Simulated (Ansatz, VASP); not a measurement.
# One calculation of Si, two programs

INCAR

```
PREC = Accurate ; ENCUT = 520
EDIFF = 1E-7 ; ISMEAR = -1
SIGMA = 0.02 ; LREAL = False
LASPH = True ; NELM = 60
ALGO = Normal ; ISIF = 2
LWAVE = False ; LCHARG = True
GGA = PE ; LELF = True
LVHAR = True ; NBANDS = 16
```

Contents of KPOINTS:

```
Automatic mesh
0
Gamma
  12 12 4
```

POSCAR

```
Si
1.0
    3.7505051821      0.0000000000      0.0000000000
   -1.8752525911      3.2480327647      0.0000000000
    0.0000000000      0.0000000000      6.2061489674
Si
4
Direct
    0.3333333333      0.6666666667      0.0007257276
    0.6666666667      0.3333333333      0.5007257276
    0.3333333333      0.6666666667      0.3742742724
    0.6666666667      0.3333333333      0.8742742724
```

Input for Ansatz:

```yaml
crystal:
  lattice:
    - [3.7505051821, 0.0, 0.0]
    - [-1.8752525911, 3.2480327647, 0.0]
    - [0.0, 0.0, 6.2061489674]
  atoms:
    - { symbol: Si, position: [0.3333333333, 0.6666666667, 0.0007257276] }
    - { symbol: Si, position: [0.6666666667, 0.3333333333, 0.5007257276] }
    - { symbol: Si, position: [0.3333333333, 0.6666666667, 0.3742742724] }
    - { symbol: Si, position: [0.6666666667, 0.3333333333, 0.8742742724] }
kpoints:
  mp_grid: { grid: [12, 12, 4] }
  band_path:
    path:
      - [0.0, 0.0, 0.0]
      - [0.5, 0.0, 0.0]
      - [0.3333333333, 0.3333333333, 0.0]
      - [0.0, 0.0, 0.5]
      - [0.5, 0.0, 0.5]
      - [0.3333333333, 0.3333333333, 0.5]
    npoints: 1
hamiltonian:
  xc: pbe
scf:
  occupations: { method: fermi_dirac, width: 0.02 }
  n_extra_bands: 5
output:
  forces: true
  stress: true
  eigenvalues: true
```

Change from the starting cell: hydrostatic strain -2.1%.

Alike in both runs: task single point; functional PBE; k mesh 12 × 12 × 4; occupations fermi-dirac, width 0.02 eV; no spin polarisation.

|  | VASP | Ansatz |
| --- | --- | --- |
| version | VASP 6.6.1 | Ansatz 0.2.0 |
| potentials or method | VASP PAW PBE potentials, release 64 (Si) | plane waves, PAW |
| plane-wave cutoff (eV) | 520 | 420 |
| valence electrons in the cell | 16 | 16 |

```tsv
	VASP	Ansatz	Ansatz less VASP
pressure (GPa)	8.1	8.2	+0.09
traceless stress, the component that is largest in VASP (GPa)	0.05	0.06	+0.008
```

With one functional, cell and mesh, what is left measures potentials, basis and numerics.
